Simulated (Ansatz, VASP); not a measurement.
# One calculation of Hf, two programs

Contents of INCAR:

```
ALGO = Normal ; EDIFF = 1E-8
ENCUT = 520 ; GGA = PE
ISIF = 2 ; ISMEAR = -1
LASPH = True ; LCHARG = False
LEFG = True ; LREAL = False
LWAVE = False ; NBANDS = 17
NELM = 80 ; PREC = Accurate
SIGMA = 0.05
```

Contents of KPOINTS:

```
k-points
0
Gamma
  13 13 7
```

The input POSCAR:

```
Hf
1.0
    3.2593948047      0.0000000000      0.0000000000
   -1.6296974024      2.8227187018      0.0000000000
    0.0000000000      0.0000000000      5.1569977332
Hf
2
Direct
    0.3333333333      0.6666666667      0.2500000000
    0.6666666667      0.3333333333      0.7500000000
```

Input for Ansatz:

```yaml
crystal:
  lattice:
    - [3.2593948047, 0.0, 0.0]
    - [-1.6296974024, 2.8227187018, 0.0]
    - [0.0, 0.0, 5.1569977332]
  atoms:
    - { symbol: Hf, position: [0.3333333333, 0.6666666667, 0.25] }
    - { symbol: Hf, position: [0.6666666667, 0.3333333333, 0.75] }
kpoints:
  mp_grid: { grid: [13, 13, 7] }
scf:
  occupations: { method: fermi_dirac, width: 0.05 }
hamiltonian:
  xc: pbe
  pseudopotentials: { kind: paw }
output:
  forces: true
  stress: true
  eigenvalues: true
  efg: { contact_densities: true }
```

Change from the starting cell: volume scaled by 1.06, PAW files.

Alike in both runs: task electric field gradients; functional PBE; k mesh 13 × 13 × 7; occupations fermi-dirac, width 0.05 eV; no spin polarisation.

|  | VASP | Ansatz |
| --- | --- | --- |
| version | VASP 6.6.1 | Ansatz 0.2.0 |
| potentials or method | VASP PAW PBE potentials, release 64 (Hf_pv) | PAW with Ansatz's default frozen-core files, scalar-relativistic |
| plane-wave cutoff (eV) | 520 | 420 |
| valence electrons in the cell | 20 | 52 |

|  | VASP | Ansatz | Ansatz less VASP |
| --- | --- | --- | --- |
| pressure (GPa) | -5.5 | -5.0 | +0.43 |
| traceless stress, the component that is largest in VASP (GPa) | -0.27 | -0.21 | +0.058 |
| size of Vzz on the site where it differs most (V/Å²) | 67.0 | 75.3 | +8.28 |

VASP's potentials hold 20 valence electrons a cell and Ansatz's 52, so a difference there can come from the potentials and not from the codes.

Neither program's run includes spin-orbit coupling.
